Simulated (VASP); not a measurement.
A run of VASP 6.6.1:

Contents of INCAR:

```
SYSTEM = HgTe
  PREC = Accurate
  ENCUT = 520
  EDIFF = 1E-6
  ISMEAR = 0
  SIGMA = 0.1
  LREAL = .FALSE.
  LASPH = .TRUE.
  NELM = 80
  ALGO = Normal
  ISIF = 2
  LWAVE = .FALSE.
  LCHARG = .FALSE.
  GGA = PE
  NBANDS = 16
```

The input KPOINTS:

```
regular mesh
0
G
  12 12 12
  0 0 0
```

File POSCAR:

```
HgTe
1.0
    0.0000000000      3.2585028700      3.2585028700
    3.2585028700      0.0000000000      3.2585028700
    3.2585028700      3.2585028700      0.0000000000
Hg Te
1 1
Direct
    0.0000000000      0.0000000000      0.0000000000
    0.2500000000      0.2500000000      0.2500000000
```

Potentials or basis: VASP PAW PBE potentials, release 64 (Hg, Te).

Run with:

```bash
$ cat potpaw_PBE.64/Hg/POTCAR potpaw_PBE.64/Te/POTCAR > POTCAR
$ mpirun -np 1 vasp_std > vasp.out
```

Hardware: 1 thread of Intel Xeon 8259CL, with other jobs on the host.

Estimate the wall time of this run.

Run time: 80 s on 1 thread of Intel Xeon 8259CL (shared host), peak memory 0.26 GiB. Counts: scf iterations 13, k points 72.
